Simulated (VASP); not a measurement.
Set up this calculation in VASP 6.6.1, as the native input.

```yaml
Task: single point
Functional: r2SCAN
Potentials_or_basis: VASP PAW PBE potentials, release 64 (In_d, P)
Cutoff: 520 eV
k_mesh: 10 × 10 × 10
Occupations: gaussian, width 0.05 eV
Spin: no spin polarisation
Dipole_correction: no
Further_INCAR_settings: ALGO = Normal; EDIFF = 1e-06; NBANDS = 16
```

Crystal: InP.

```xyz
2
Lattice="0.0000 2.9305 2.9305 2.9305 0.0000 2.9305 2.9305 2.9305 0.0000" Properties=species:S:1:pos:R:3 pbc="T T T"
In    0.0000    0.0000    0.0000
P     4.3958    4.3958    4.3958
```

These files were run (other wordings do the same):

POSCAR

```
InP
1.0
    0.0000000000      2.9305005221      2.9305005221
    2.9305005221      0.0000000000      2.9305005221
    2.9305005221      2.9305005221      0.0000000000
In P
1 1
Direct
    0.0000000000      0.0000000000      0.0000000000
    0.7500000000      0.7500000000      0.7500000000
```

INCAR.step1

```
  ALGO = Normal
  EDIFF = 1E-4
  ENCUT = 520
  GGA = PE
  ISMEAR = 0
  LASPH = T
  LCHARG = F
  LREAL = F
  LWAVE = T
  NBANDS = 16
  NELM = 100
  PREC = Accurate
  SIGMA = 0.05
```

INCAR.step2

```
  ALGO = Normal
  EDIFF = 1E-6
  ENCUT = 520
  ISIF = 2
  ISMEAR = 0
  ISTART = 1
  LASPH = T
  LCHARG = T
  LELF = T
  LMIXTAU = T
  LREAL = F
  LVHAR = T
  LWAVE = F
  METAGGA = R2SCAN
  NBANDS = 16
  NELM = 100
  PREC = Accurate
  SIGMA = 0.05
```

KPOINTS

```
k-points
0
Gamma
  10 10 10
```

Potentials or basis: VASP PAW PBE potentials, release 64 (In_d, P).

The run is started by

```sh
$ cat potpaw_PBE.64/In_d/POTCAR potpaw_PBE.64/P/POTCAR > POTCAR
$ cp INCAR.step1 INCAR
$ mpirun -np 1 vasp_std > vasp.out
$ cp INCAR.step2 INCAR
$ mpirun -np 1 vasp_std > vasp.out
```

It gave:

```yaml
Pressure: 1.6 GPa
Band_gap_on_the_k_mesh: 1.17 eV, direct
```

Caveat: the PAW data sets were made with another functional, which shifts forces and pressure a little; spin-orbit coupling is left out, which moves the levels of the heavy elements.

It took 39 s on 1 thread of Intel(R) Xeon(R) 6975P-C (Granite Rapids) (shared host), peak memory 0.2 GiB.
